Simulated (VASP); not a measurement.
Write the native input for VASP 6.6.1 that does the following.

```
Task                   : single point
Functional             : r2SCAN
Potentials or basis    : VASP PAW PBE potentials, release 64 (Sr_sv, Cu, S)
Cutoff                 : 520 eV
k mesh                 : 4 × 4 × 2
Occupations            : fermi-dirac, width 0.1 eV
Spin                   : collinear spin, zero start
Starting moments       : [0.0, 0.0, 0.0, 0.0, 0.0, 0.0, 0.0, 0.0] μB
Dipole correction      : no
Further INCAR settings : ALGO = Normal; EDIFF = 1e-06; NBANDS = 47
```

The system is SrCuS2.

```
Sr Cu S
1.0
     4.34895    0.00000    0.00000
     0.00000    4.34895    0.00000
     0.00000    0.00000    8.93915
Sr Cu S
2 2 4
Direct
  0.25000 0.25000 0.68476
  0.75000 0.75000 0.31524
  0.25000 0.25000 0.09434
  0.75000 0.75000 0.90566
  0.25000 0.25000 0.35409
  0.75000 0.75000 0.64591
  0.75000 0.25000 0.00000
  0.25000 0.75000 0.00000
```

The input as run:

POSCAR

```
SrCuS2
1.0
    4.3489537170      0.0000000000      0.0000000000
    0.0000000000      4.3489537170      0.0000000000
    0.0000000000      0.0000000000      8.9391511416
Sr Cu S
2 2 4
Direct
    0.2500000000      0.2500000000      0.6847624197
    0.7500000000      0.7500000000      0.3152375803
    0.2500000000      0.2500000000      0.0943357481
    0.7500000000      0.7500000000      0.9056642519
    0.2500000000      0.2500000000      0.3540852848
    0.7500000000      0.7500000000      0.6459147152
    0.7500000000      0.2500000000      0.0000000000
    0.2500000000      0.7500000000      0.0000000000
```

INCAR.step1

```
SYSTEM = SrCuS2
ALGO = Normal
EDIFF = 1E-4
ENCUT = 520
GGA = PE
ISMEAR = -1
ISPIN = 2
LASPH = .True.
LCHARG = .False.
LMAXMIX = 4
LREAL = .False.
LWAVE = .True.
MAGMOM = 0 0 0 0 0 0 0 0
NBANDS = 47
NELM = 150
PREC = Accurate
SIGMA = 0.1
```

INCAR.step2

```
SYSTEM = SrCuS2
ALGO = Normal
EDIFF = 1E-6
ENCUT = 520
ISIF = 2
ISMEAR = -1
ISPIN = 2
ISTART = 1
LASPH = .True.
LCHARG = .True.
LELF = .True.
LMAXMIX = 4
LMIXTAU = .True.
LORBIT = 11
LREAL = .False.
LVHAR = .True.
LWAVE = .False.
MAGMOM = 0 0 0 0 0 0 0 0
METAGGA = R2SCAN
NBANDS = 47
NELM = 150
PREC = Accurate
SIGMA = 0.1
```

KPOINTS

```
k-points
0
Gamma
  4 4 2
  0 0 0
```

Potentials or basis: VASP PAW PBE potentials, release 64 (Sr_sv, Cu, S).

Launch:

```console
$ cat potpaw_PBE.64/Sr_sv/POTCAR potpaw_PBE.64/Cu/POTCAR potpaw_PBE.64/S/POTCAR > POTCAR
$ cp INCAR.step1 INCAR
$ mpirun -np 1 vasp_std > vasp.out
$ cp INCAR.step2 INCAR
$ mpirun -np 1 vasp_std > vasp.out
```

It gave:

| Quantity | Value |
| --- | --- |
| Pressure | 0.1 GPa |
| Largest force | 0.028 eV/Å |
| Band gap on the k mesh | zero (filled and empty bands overlap) |
| Net moment | 0.00 μB per cell |
| Valence electrons inside the program's atomic spheres | Sr 8.02; Cu 10.04; S 3.77, 3.70 |

Caveat: the k points lie up to 0.36 Å⁻¹ apart; the PAW data sets were made with another functional, which shifts forces and pressure a little.

Wall time 4.6 min on 1 thread of Intel(R) Xeon(R) 6975P-C (Granite Rapids), on a shared host, peak memory 0.42 GiB.
